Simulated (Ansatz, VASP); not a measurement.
# Fe in VASP and in Ansatz

```
Fe
1.0
    -1.41354    1.41354    1.41354
     1.41354   -1.41354    1.41354
     1.41354    1.41354   -1.41354
Fe
1
Direct
  0.00000 0.00000 0.00000
```

Change from the starting cell: volume scaled by 0.94.

Alike in both runs: task single point; functional LDA; k mesh 13 × 13 × 13; occupations fermi-dirac, width 0.05 eV; collinear spin.

|  | VASP | Ansatz |
| --- | --- | --- |
| version | VASP 6.6.1 | Ansatz 0.2.0 |
| potentials or method | VASP PAW LDA potentials, release 64 (Fe), cutoff 520 eV | all-electron LAPW, scalar-relativistic |

|  | VASP | Ansatz | Ansatz less VASP |
| --- | --- | --- | --- |
| gap on the k mesh at the Fermi level (eV) | none | none | - |
| pressure (GPa) | -18.4 | -17.7 | +0.67 |
| net moment per atom (μB) | 2.06 | 2.09 | +0.031 |
| size of the moment on the site where the two differ most (μB) | 2.04 | 2.12 | +0.085 |

LDA's correlation is that of Perdew and Zunger in VASP and of Perdew and Wang (1992) in Ansatz. Site moments also hang on the region over which each program counts them. A gap of «none» marks a metal or a gap that the smearing closes. Ansatz ran all-electron here, and VASP with PAW potentials.
